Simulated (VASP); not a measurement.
Wanted: the native input for a VASP 6.6.1 run.

- Task: single point
- Functional: PBEsol
- Potentials or basis: VASP PAW PBE potentials, release 64 (Au)
- Cutoff: 520 eV
- k mesh: 12 × 12 × 1
- Occupations: gaussian, width 0.1 eV
- Spin: no spin polarisation
- Dipole correction: yes
- Further INCAR settings: ALGO = Fast; EDIFF = 1e-06; NBANDS = 36

The structure of Au lies in POSCAR:

```
Au
1.0
    2.8876514431      0.0000000000      0.0000000000
    0.0000000000      2.8876514431      0.0000000000
    0.0000000000      0.0000000000     23.1675116685
Au
5
Direct
    0.5000000000      0.5000000000      0.3251834942
    0.0000000000      0.0000000000      0.4118225573
    0.5000000000      0.5000000000      0.5000000001
    0.0000000000      0.0000000000      0.5881774429
    0.5000000000      0.5000000000      0.6748165055
```

The input as run:

INCAR

```
ALGO = Fast
DIPOL = 0.5 0.5 0.500
EDIFF = 1E-6
ENCUT = 520
GGA = PS
IDIPOL = 3
ISIF = 2
ISMEAR = 0
LASPH = T
LCHARG = F
LDIPOL = T
LREAL = F
LWAVE = F
NBANDS = 36
NELM = 100
PREC = Accurate
SIGMA = 0.1
```

KPOINTS

```
k-points
0
Gamma
  12 12 1
```

Potentials or basis: VASP PAW PBE potentials, release 64 (Au).

Launch:

```console
$ cat potpaw_PBE.64/Au/POTCAR > POTCAR
$ mpirun -np 1 vasp_std > vasp.out
```

It gave:

The largest force is 0.010 eV/Å and the band gap on the k mesh is zero (an odd number of electrons rules out a gap without spin polarisation).

Caveat: the PAW data sets were made with another functional, which shifts forces and pressure a little; spin-orbit coupling is left out, which moves the levels of the heavy elements.

Wall time 110 s on 1 thread of Intel(R) Xeon(R) 6975P-C (Granite Rapids), with other jobs on the host, peak memory 0.39 GiB.
